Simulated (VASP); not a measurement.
# TiSi2 (P4/mmm) in VASP: further runs, part 2 of 3

VASP 6.6.1. The steps go on from the part before.

## Step 3: Single point, PBE

This run uses another cell than the first one, of 18.65 Å³/atom, 1.188 times its volume.

Input file INCAR:

```
PREC     = Accurate       # precision mode
ENCUT    = 520            # plane-wave cutoff, eV
EDIFF    = 1E-6           # SCF threshold, eV
ISMEAR   = 0              # smearing method
SIGMA    = 0.1            # smearing width, eV
LREAL    = False          # projectors in reciprocal space
LASPH    = True           # aspherical terms in the spheres
NELM     = 100            # most SCF steps
ALGO     = Normal         # electronic algorithm
ISIF     = 2              # what is computed and relaxed
LWAVE    = False          # write WAVECAR
LCHARG   = False          # write CHGCAR
GGA      = PE             # functional
NBANDS   = 17             # bands
```

Input file KPOINTS:

```
Automatic mesh
0
Gamma
  6 6 6
```

Input file POSCAR:

```
TiSi2
1.0
    3.3897729487      0.0000000000      0.0000000000
    0.0000000000      3.3897729487      0.0000000000
    0.0000000000      0.0000000000      4.8682645266
Ti Si
1 2
Direct
    0.0000000000      0.0000000000      0.5000000000
    0.5000000000      0.5000000000      0.0000000000
    0.0000000000      0.0000000000      0.0000000000
```

Potentials or basis: VASP PAW PBE potentials, release 64 (Ti_sv, Si).

The run is started by

```sh
cat potpaw_PBE.64/Ti_sv/POTCAR potpaw_PBE.64/Si/POTCAR > POTCAR
mpirun -np 1 vasp_std > vasp.out
```

OUTCAR:

```text
PREC = Accurate
   ENCUT = 520
   EDIFF = 1E-6
   ISMEAR = 0
   LREAL = False
   LASPH = True
   NELM = 100
   ISIF = 2
   GGA = PE

 ion  position               nearest neighbor table
   1  0.000  0.000  0.500-   3 2.43   3 2.43
   2  0.500  0.500  0.000-   3 2.40   3 2.40   3 2.40   3 2.40
   3  0.000  0.000  0.000-   2 2.40   2 2.40   2 2.40   2 2.40   1 2.43   1 2.43

  LATTYP: Found a simple tetragonal cell.
 ALAT       =     3.3897729487
 C/A-ratio  =     1.4361624216

  Lattice vectors:

 A1 = (   3.3897729487,   0.0000000000,   0.0000000000)
 A2 = (   0.0000000000,   3.3897729487,   0.0000000000)
 A3 = (   0.0000000000,   0.0000000000,   4.8682645266)

Analysis of symmetry for initial positions (statically):
=====================================================================
 Subroutine PRICEL returns:
 Original cell was already a primitive cell.

 Routine SETGRP: Setting up the symmetry group for a
 simple tetragonal supercell.

 Subroutine GETGRP returns: Found 16 space group operations
 (whereof 16 operations were pure point group operations)
 out of a pool of 16 trial point group operations.

The static configuration has the point symmetry D_4h.

Analysis of symmetry for dynamics (positions and initial velocities):
=====================================================================
 Subroutine PRICEL returns:
 Original cell was already a primitive cell.

 Routine SETGRP: Setting up the symmetry group for a
 simple tetragonal supercell.

 Subroutine GETGRP returns: Found 16 space group operations
 (whereof 16 operations were pure point group operations)
 out of a pool of 16 trial point group operations.

The dynamic configuration has the point symmetry D_4h.

 Subroutine INISYM returns: Found 16 space group operations
 (whereof 16 operations are pure point group operations),
 and found     1 'primitive' translations

----------------------------------------------------------------------------------------

                                     Primitive cell

  volume of cell :      55.9391

  direct lattice vectors                    reciprocal lattice vectors
     3.389772949  0.000000000  0.000000000     0.295005009  0.000000000  0.000000000
     0.000000000  3.389772949  0.000000000     0.000000000  0.295005009  0.000000000
     0.000000000  0.000000000  4.868264527     0.000000000  0.000000000  0.205412010

  length of vectors
     3.389772949  3.389772949  4.868264527     0.295005009  0.295005009  0.205412010

  position of ions in fractional coordinates (direct lattice)
     0.000000000  0.000000000  0.500000000
     0.500000000  0.500000000  0.000000000
     0.000000000  0.000000000  0.000000000

  ion indices of the primitive-cell ions
   primitive index   ion index
                 1           1
                 2           2
                 3           3

----------------------------------------------------------------------------------------

 KPOINTS: Automatic mesh

Automatic generation of k-mesh.
 Grid dimensions read from file:
 generate k-points for:    6    6    6

 Generating k-lattice:

  Cartesian coordinates                     Fractional coordinates (reciprocal lattice)
     0.049167502  0.000000000  0.000000000     0.166666667  0.000000000  0.000000000
     0.000000000  0.049167502  0.000000000     0.000000000  0.166666667  0.000000000
     0.000000000  0.000000000  0.034235335     0.000000000  0.000000000  0.166666667

  Length of vectors
     0.049167502  0.049167502  0.034235335

  Shift w.r.t. Gamma in fractional coordinates (k-lattice)
     0.000000000  0.000000000  0.000000000

 Subroutine IBZKPT returns following result:
 ===========================================

 Found     40 irreducible k-points:

 Following reciprocal coordinates:
            Coordinates               Weight
  0.000000  0.000000  0.000000      1.000000
  0.166667  0.000000  0.000000      4.000000
  0.333333  0.000000  0.000000      4.000000
  0.500000  0.000000  0.000000      2.000000
  0.166667  0.166667  0.000000      4.000000
  0.333333  0.166667  0.000000      8.000000
[... 16 lines left out ...]
  0.333333  0.000000  0.333333      8.000000
  0.500000  0.000000  0.333333      4.000000
 [... further k-points ...]
   k-points           NKPTS =     40   k-points in BZ     NKDIM =     40   number of bands    NBANDS=     17
   number of dos      NEDOS =    301   number of ions     NIONS =      3
   total plane-waves  NPLWV =  28224
   dimension x,y,z NGX =    28 NGY =   28 NGZ =   36
   dimension x,y,z NGXF=    56 NGYF=   56 NGZF=   72
   ions per type =               1   2
   NGX,Y,Z   is equivalent  to a cutoff of  13.73, 13.73, 12.29 a.u.
   NGXF,Y,Z  is equivalent  to a cutoff of  27.46, 27.46, 24.59 a.u.
 SYSTEM =  unknown system
   PREC   = accura    normal or accurate (medium, high low for compatibility)
   ISTART =      0    job   : 0-new  1-cont  2-samecut
   ICHARG =      2    charge: 1-file 2-atom 10-const
   ISPIN  =      1    spin polarized calculation?
   LNONCOLLINEAR =      F non collinear calculations
   LSORBIT =      F    spin-orbit coupling
   LASPH  =      T    aspherical Exc in radial PAW
   ENCUT  =  520.0 eV  38.22 Ry    6.18 a.u.   6.30  6.30  9.05*2*pi/ulx,y,z
   NELM   =    100;   NELMIN=  2; NELMDL= -5     # of ELM steps
   EDIFF  = 0.1E-05   stopping-criterion for ELM
   LREAL  =      F    real-space projection
   EDIFFG = 0.1E-04   stopping-criterion for IOM
   NSW    =      0    number of steps for IOM
   IBRION =     -1    ionic relax: 0-MD 1-quasi-New 2-CG
   NFREE  =      0    steps in history (QN), initial steepest desc. (CG)
   ISIF   =      2    stress and relaxation
   ISYM   =      2    0-nonsym 1-usesym 2-fastsym
   POTIM  = 0.5000    time-step for ionic-motion
   TEBEG  =    0.0;   TEEND  =   0.0 temperature during run
   PSTRESS=    0.0 pullay stress
   NELECT =      20.0000    total number of electrons
   NUPDOWN=      -1.0000    fix difference up-down
   EMIN   =  10.00;   EMAX   =-10.00  energy-range for DOS
   EFERMI =   0.00;   METHOD = LEGACY
   ISMEAR =     0;   SIGMA  =   0.10  broadening in eV -4-tet -1-fermi 0-gaus
   EFERMI_NEDOS =   21; number of points for ismear=-14 and -15
   IALGO  =     38    algorithm
   IMIX   =      4    mixing-type and parameters
     AMIX     =   0.40;   BMIX     =  1.00
     AMIX_MAG =   1.60;   BMIX_MAG =  1.00
  volume/ion in A,a.u.               =      18.65       125.83
  Fermi-wavevector in a.u.,A,eV,Ry     =   1.161929  2.195728 18.368949  1.350080
  Thomas-Fermi vector in A             =   2.298496
   LORBIT       =      0    0 simple, 1 ext, 2 COOP (PROOUT), +10 PAW based schemes
   GGA     = PE    functional components
   LHFCALC =     F    Hartree Fock is set to
   AEXX    =    0.0000 exact exchange contribution
   IVDW    =     0    specifies the selected vdW correction
   LEPSILON=     F    determine dielectric tensor
   LRPA    =     F    only Hartree local field effects (RPA)
 non-spin polarized calculation
 Gauss-broadening in eV      SIGMA  =   0.10
  energy-cutoff  :      520.00
  volume of cell :       55.94
 maximum number of plane-waves:      1522
 NGX is ok and might be reduce to    28
   NGX = 13   NGY = 13   NGZ = 19

 number of electron      20.0000010 magnetization

 Free energy of the ion-electron system (eV)
  ---------------------------------------------------
  ext. energy  EPLUGINS =         0.00000000
  ---------------------------------------------------
  free energy    TOTEN  =       -16.98837494 eV

  energy without entropy =      -16.97616557  energy(sigma->0) =      -16.98227025

 E-fermi :   7.1097     XC(G=0): -10.2839

 val. band max:        7.0719347536   @ k =   0.5000   0.0000   0.5000
 cond. band min:       7.1122416242   @ k =   0.5000   0.5000   0.0000
 fundamental gap:      0.0403068706
 Fermi energy:         7.1097316861

 k-point     1 :       0.0000    0.0000    0.0000
  band No.  band energies     occupation
      1     -50.0847      2.00000
      2     -26.3597      2.00000
      3     -26.3597      2.00000
      4     -26.2671      2.00000
      5      -5.1946      2.00000
      6       3.1865      2.00000
[... 9 lines left out ...]
     16      10.6937      0.00000
     17      12.6999      0.00000
[... 443 lines left out ...]
      1     -50.0791      2.00000
      2     -26.4327      2.00000
      3     -26.3538      2.00000
      4     -26.2625      2.00000
      5      -1.9523      2.00000
      6      -1.9274      2.00000
[... 9 lines left out ...]
     16      11.3953      0.00000
     17      11.4197      0.00000

 [... further k-points ...]

------------------------ aborting loop because EDIFF is reached ----------------------------------------

  FORCE on cell =-STRESS in cart. coord.  units (eV):
  Direction    XX          YY          ZZ          XY          YZ          ZX
  --------------------------------------------------------------------------------------
  -------------------------------------------------------------------------------------
  Total       -0.0323138     -0.0323138      0.0050209      0.0000000      0.0000000     -0.0000000
  in kB       -0.9255146     -0.9255146      0.1438057      0.0000000      0.0000000     -0.0000000
  external PRESSURE =      -0.5690745 kB  Pullay stress =       0.0000000 kB

 VOLUME and BASIS-vectors are now :
 -----------------------------------------------------------------------------
  energy-cutoff  :      520.00
  volume of cell :       55.94
      direct lattice vectors                 reciprocal lattice vectors
     3.389772949  0.000000000  0.000000000     0.295005009  0.000000000  0.000000000
     0.000000000  3.389772949  0.000000000     0.000000000  0.295005009  0.000000000
     0.000000000  0.000000000  4.868264527     0.000000000  0.000000000  0.205412010

 POSITION                                       TOTAL-FORCE (eV/Angst)
 -----------------------------------------------------------------------------------
      0.00000      0.00000      2.43413         0.000000      0.000000      0.000000
      1.69489      1.69489      0.00000         0.000000      0.000000      0.000000
      0.00000      0.00000      0.00000         0.000000      0.000000      0.000000
 -----------------------------------------------------------------------------------
    total drift:                               -0.000000     -0.000000      0.000000

  FREE ENERGIE OF THE ION-ELECTRON SYSTEM (eV)
  ---------------------------------------------------
  free  energy   TOTEN  =       -16.9883749384 eV

  energy  without entropy=      -16.9761655667  energy(sigma->0) =      -16.98227025
```

Run time: 15 s. Hardware: 1 thread of Intel Xeon 6975P-C (Granite Rapids), shared host; peak memory 0.18 GiB.

What came out:

- Free energy: -16.9884 eV
- Pressure: -0.1 GPa
- Band gap on the k mesh: zero (band 10 reaches 7.66 eV, above the bottom of band 11 at 6.66 eV)

Levels at points of the mesh, in eV from the Fermi level:
| k point | band 8 | band 9 | band 10 | band 11 | band 12 | band 13 |
| --- | --- | --- | --- | --- | --- | --- |
| (0.00, 0.00, 0.00) | -1.40 | -1.40 | -0.57 | -0.45 | 0.89 | 0.89 |
| (0.50, 0.00, 0.00) | -1.12 | -0.60 | 0.47 | 1.11 | 1.11 | 1.40 |
| (0.50, 0.50, 0.00) | -5.73 | -0.55 | -0.55 | 0.00 | 0.75 | 1.14 |
| (0.00, 0.00, 0.50) | -1.84 | -1.26 | -0.33 | 0.96 | 1.71 | 2.15 |
| (0.50, 0.00, 0.50) | -2.56 | -0.42 | -0.04 | 0.86 | 1.01 | 1.50 |
| (0.50, 0.50, 0.50) | -5.87 | -2.23 | -1.81 | 1.31 | 1.31 | 1.36 |

## Step 4: Relaxation of cell and atoms, PBE

Input file INCAR:

```
PREC = Accurate ; ENCUT = 600
EDIFF = 1E-6 ; ISMEAR = 0
SIGMA = 0.1 ; LREAL = False
LASPH = True ; NELM = 80
ALGO = Normal ; ISIF = 3
LWAVE = False ; LCHARG = False
GGA = PE ; IBRION = 2
NSW = 90 ; EDIFFG = -0.04
```

KPOINTS is that of step 3.

Input file POSCAR:

```
TiSi2
1.0
    3.5684730400      0.0000000000      0.0000000000
    0.0000000000      3.5684730400      0.0000000000
    0.0000000000      0.0000000000      3.6986324800
Ti Si
1 2
Direct
    0.0000000000      0.0000000000      0.5000000000
    0.5000000000      0.5000000000      0.0000000000
    0.0000000000      0.0000000000      0.0000000000
```

The run is started by

```sh
cat potpaw_PBE.64/Ti_sv/POTCAR potpaw_PBE.64/Si/POTCAR > POTCAR
mpirun -np 1 vasp_std > vasp.out
```

Wall time 91 s (1 thread of Intel Xeon 6975P-C (Granite Rapids), shared host); peak memory 0.19 GiB.

It converged, with:

```yaml
Free_energy: -16.9821 eV
Relaxed_volume: 18.60 Å³/atom
Relaxed_cell: a = 3.389 Å, b = 3.389 Å, c = 4.859 Å, α = 90.00°, β = 90.00°, γ = 90.00°
Space_group_after_relaxing_to_0.05_Å: P4/mmm (No. 123)
Energy_gained_by_relaxing: 1686.7 meV/atom
Ionic_steps: 7
Pressure_after_relaxing: 0.1 GPa
Band_gap_on_the_k_mesh: zero (band 10 reaches 7.68 eV, above the bottom of band 11 at 6.70 eV)
```

Stress tensor (GPa, compression positive):
```
-0.01  0.00  0.00
 0.00 -0.01  0.00
 0.00  0.00  0.34
```

Step by step:
| step | energy change (eV) | largest force (eV/Å) | pressure (GPa) | volume (Å³) |
| --- | --- | --- | --- | --- |
| 1 | 0.0000 | 0.0000 | 37.28 | 47.10 |
| 2 | -3.7341 | 0.0000 | -6.21 | 68.30 |
| 3 | -5.0228 | 0.0000 | -3.93 | 58.69 |
| 4 | -5.0256 | 0.0000 | -3.67 | 58.48 |
| 5 | -5.0263 | 0.0000 | -3.28 | 58.20 |
| 6 | -5.0585 | 0.0000 | 0.91 | 55.31 |
| 7 | -5.0600 | 0.0000 | 0.11 | 55.80 |

Final structure:
```
Ti Si
1.0
     3.38896    0.00000    0.00000
     0.00000    3.38896    0.00000
     0.00000    0.00000    4.85856
Ti Si
1 2
Direct
  0.00000 0.00000 0.50000
  0.50000 0.50000 0.00000
  0.00000 0.00000 0.00000
```

Levels at points of the mesh, in eV from the Fermi level:
| k point | band 8 | band 9 | band 10 | band 11 | band 12 | band 13 |
| --- | --- | --- | --- | --- | --- | --- |
| (0.00, 0.00, 0.00) | -1.40 | -1.40 | -0.57 | -0.44 | 0.89 | 0.89 |
| (0.50, 0.00, 0.00) | -1.11 | -0.60 | 0.46 | 1.11 | 1.12 | 1.39 |
| (0.50, 0.50, 0.00) | -5.74 | -0.55 | -0.55 | 0.01 | 0.76 | 1.15 |
| (0.00, 0.00, 0.50) | -1.85 | -1.26 | -0.32 | 0.97 | 1.71 | 2.16 |
| (0.50, 0.00, 0.50) | -2.57 | -0.42 | -0.05 | 0.87 | 1.01 | 2.61 |
| (0.50, 0.50, 0.50) | -5.88 | -2.24 | -1.82 | 1.30 | 1.30 | 1.37 |

Caveat: the volume moved by over 15 % at a fixed basis, so the end points are rough.

(Part 2 of 3 ends here.)
